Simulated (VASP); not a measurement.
## Ir: single point with PBE

The system is Ir.

```
Ir
1.0
     2.57257    0.00000    0.00000
     0.00000    2.57257    0.00000
     0.00000    0.00000    2.57257
Ir
1
Direct
  0.00000 0.00000 0.00000
```

This isn't the form of Ir at room conditions, which is fcc.

```json
{
  "Program": "VASP 6.6.1",
  "Task": "single point",
  "Functional": "PBE",
  "Potentials or basis": "VASP PAW PBE potentials, release 64 (Ir)",
  "Cutoff": "520 eV",
  "k mesh": "6 × 6 × 6",
  "Occupations": "fermi-dirac, width 0.1 eV",
  "Spin": "no spin polarisation"
}
```

```
Pressure               : 2.4 GPa
Band gap on the k mesh : zero (an odd number of electrons rules out a gap without spin polarisation)
```

Levels at points of the mesh, in eV from the Fermi level:
| k point | band 1 | band 2 | band 3 | band 4 | band 5 | band 6 | band 7 | band 8 |
| --- | --- | --- | --- | --- | --- | --- | --- | --- |
| (0.00, 0.00, 0.00) | -9.01 | -5.84 | -5.84 | 1.34 | 1.34 | 1.34 | 15.63 | 15.63 |
| (0.50, 0.00, 0.00) | -6.06 | -5.13 | -1.38 | -1.38 | -0.82 | 1.61 | 5.91 | 16.40 |
| (0.50, 0.50, 0.00) | -6.27 | -4.60 | -0.86 | -0.86 | 3.37 | 4.57 | 4.57 | 11.30 |
| (0.50, 0.50, 0.50) | -5.04 | -5.04 | -5.04 | 3.56 | 3.56 | 9.38 | 10.78 | 10.78 |

Wall time 3.6 s on 1 thread of Intel(R) Xeon(R) Platinum 8259CL CPU @ 2.50GHz (Skylake/Cascade Lake), on a shared host, peak memory 0.13 GiB.

Caveat: the k points lie up to 0.41 Å⁻¹ apart, too coarse for converged energies and pressures of a metal; spin-orbit coupling is left out, which moves the levels of the heavy elements.
